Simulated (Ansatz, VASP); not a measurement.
# SrTiO3 in VASP and in Ansatz

```
CELL_PARAMETERS angstrom
-2.77758 2.77758 3.94673
2.77758 -2.77758 3.94673
2.77758 2.77758 -3.94673
ATOMIC_POSITIONS crystal
Sr 0.75000 0.25000 0.50000
Sr 0.25000 0.75000 0.50000
Ti 0.00000 0.00000 0.00000
Ti 0.50000 0.50000 0.00000
O 0.25000 0.25000 0.00000
O 0.75000 0.75000 0.00000
O 0.72808 0.22808 0.95616
O 0.22808 0.27192 0.50000
O 0.27192 0.77192 0.04384
O 0.77192 0.72808 0.50000
```

Alike in both runs: functional PBE; k mesh 8 × 8 × 8; occupations gaussian, width 0.02 eV; no spin polarisation.

Ansatz relaxed the structure, and its values are those at the end. VASP's run is a single point on that final structure, the one shown.

|  | VASP | Ansatz |
| --- | --- | --- |
| version | VASP 6.6.1 | Ansatz 0.2.0 |
| potentials or method | VASP PAW PBE potentials, release 64 (Sr_sv, Ti_sv, O), cutoff 520 eV | scalar-relativistic, plane waves, PAW |
| valence electrons in the cell | 80 | 80 |

|  | VASP | Ansatz | Ansatz less VASP |
| --- | --- | --- | --- |
| gap on the k mesh at the Fermi level (eV) | 1.90 | 1.93 | +0.032 |
| least direct gap on the mesh (eV) | 1.90 | 1.93 | +0.033 |
| pressure (GPa) | 0.6 | 0.0 | -0.61 |

The functional is the same, so the differences come from potentials, cutoffs and numerics.
